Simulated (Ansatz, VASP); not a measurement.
**NbN in VASP and in Ansatz**

INCAR

```
PREC = Accurate ; ENCUT = 520
EDIFF = 1E-7 ; ISMEAR = 0
SIGMA = 0.1 ; LREAL = Auto
LASPH = True ; NELM = 60
ALGO = Normal ; ISIF = 2
LWAVE = False ; LCHARG = False
LDIPOL = True ; IDIPOL = 3
DIPOL = 0.5 0.5 0.441 ; GGA = PE
IVDW = 12 ; NBANDS = 126
```

Contents of KPOINTS:

```
regular mesh
0
Gamma
  3 3 1
```

POSCAR

```
NbN
1.0
    6.2011598392      0.0000000000      0.0000000000
    0.0000000000      6.2011598392      0.0000000000
    0.0000000000      0.0000000000     23.0576821736
Nb N
12 12
Direct
    0.5000000000      0.5000000000      0.3469559490
    0.5000000000      0.0000000000      0.3469559490
    0.0000000000      0.5000000000      0.3469559490
    0.0000000000      0.0000000000      0.3469559490
    0.7701232616      0.7490127744      0.4406577861
    0.7155078061      0.2516000639      0.4359049603
    0.2236872106      0.7507749474      0.4460220883
    0.2677162192      0.2520822502      0.4444651674
    0.0123564664     -0.0149857701      0.5298056322
   -0.0031831591      0.4934871385      0.5354842901
    0.4991024247      0.0080047851      0.5365351837
    0.4891874614      0.4952004905      0.5327830469
    0.2500000000      0.2500000000      0.3469559490
    0.2500000000      0.7500000000      0.3469559490
    0.7500000000      0.2500000000      0.3469559490
    0.7500000000      0.7500000000      0.3469559490
    0.4910319546      0.5293186363      0.4381432062
    0.4945849648     -0.0264304823      0.4398598765
   -0.0026415619      0.4742487176      0.4393481123
   -0.0050709680      0.0264343607      0.4382028294
    0.7500714078      0.7499692867      0.5375372466
    0.7501969627      0.2457660588      0.5249618889
    0.2539695105      0.7463075632      0.5469519245
    0.2426371342      0.2443002747      0.5427993526
```

Input for Ansatz:

```yaml
crystal:
  lattice:
    - [6.2011598392, 0.0, 0.0]
    - [0.0, 6.2011598392, 0.0]
    - [0.0, 0.0, 23.0576821736]
  atoms:
    - { symbol: Nb, position: [0.5, 0.5, 0.346955949] }
    - { symbol: Nb, position: [0.5, 0.0, 0.346955949] }
    - { symbol: Nb, position: [0.0, 0.5, 0.346955949] }
    - { symbol: Nb, position: [0.0, 0.0, 0.346955949] }
    - { symbol: "N", position: [0.25, 0.25, 0.346955949] }
    - { symbol: "N", position: [0.25, 0.75, 0.346955949] }
    - { symbol: "N", position: [0.75, 0.25, 0.346955949] }
    - { symbol: "N", position: [0.75, 0.75, 0.346955949] }
    - { symbol: Nb, position: [0.7701232616, 0.7490127744, 0.4406577861] }
    - { symbol: Nb, position: [0.7155078061, 0.2516000639, 0.4359049603] }
    - { symbol: Nb, position: [0.2236872106, 0.7507749474, 0.4460220883] }
    - { symbol: Nb, position: [0.2677162192, 0.2520822502, 0.4444651674] }
    - { symbol: "N", position: [0.4910319546, 0.5293186363, 0.4381432062] }
    - { symbol: "N", position: [0.4945849648, -0.0264304823, 0.4398598765] }
    - { symbol: "N", position: [-0.0026415619, 0.4742487176, 0.4393481123] }
    - { symbol: "N", position: [-0.005070968, 0.0264343607, 0.4382028294] }
    - { symbol: Nb, position: [0.0123564664, -0.0149857701, 0.5298056322] }
    - { symbol: Nb, position: [-0.0031831591, 0.4934871385, 0.5354842901] }
    - { symbol: Nb, position: [0.4991024247, 0.0080047851, 0.5365351837] }
    - { symbol: Nb, position: [0.4891874614, 0.4952004905, 0.5327830469] }
    - { symbol: "N", position: [0.7500714078, 0.7499692867, 0.5375372466] }
    - { symbol: "N", position: [0.7501969627, 0.2457660588, 0.5249618889] }
    - { symbol: "N", position: [0.2539695105, 0.7463075632, 0.5469519245] }
    - { symbol: "N", position: [0.2426371342, 0.2443002747, 0.5427993526] }
basis:
  ecutwfc: 420
kpoints:
  mp_grid: { grid: [3, 3, 1] }
hamiltonian:
  xc: pbe
  dispersion: d3bj
scf:
  occupations: { method: gaussian, width: 0.1 }
output:
  forces: true
  eigenvalues: true
  write_density: true
  volumetric_format: npy
efield:
  axis: 3
  dipole_correction: true
  ramp_width: 0.04
```

Alike in both runs: task single point; functional PBE; dispersion D3(BJ); k mesh 3 × 3 × 1; occupations gaussian, width 0.1 eV; no spin polarisation.

```csv
,VASP,Ansatz
version,VASP 6.6.1,Ansatz 0.2.0
potentials or method,"VASP PAW PBE potentials, release 64 (Nb_sv, N), cutoff 520 eV","scalar-relativistic, plane waves, PAW"
valence electrons in the cell,216,216
```

Ansatz gave:

- gap on the k mesh at the Fermi level (eV): none
- rms of the force components (eV/Å): 0.824

**Question.** Which values does VASP return?

**Answer.** gap on the k mesh at the Fermi level (eV): none; rms of the force components (eV/Å): 0.825.

A gap of «none» marks a metal or a gap that the smearing closes.
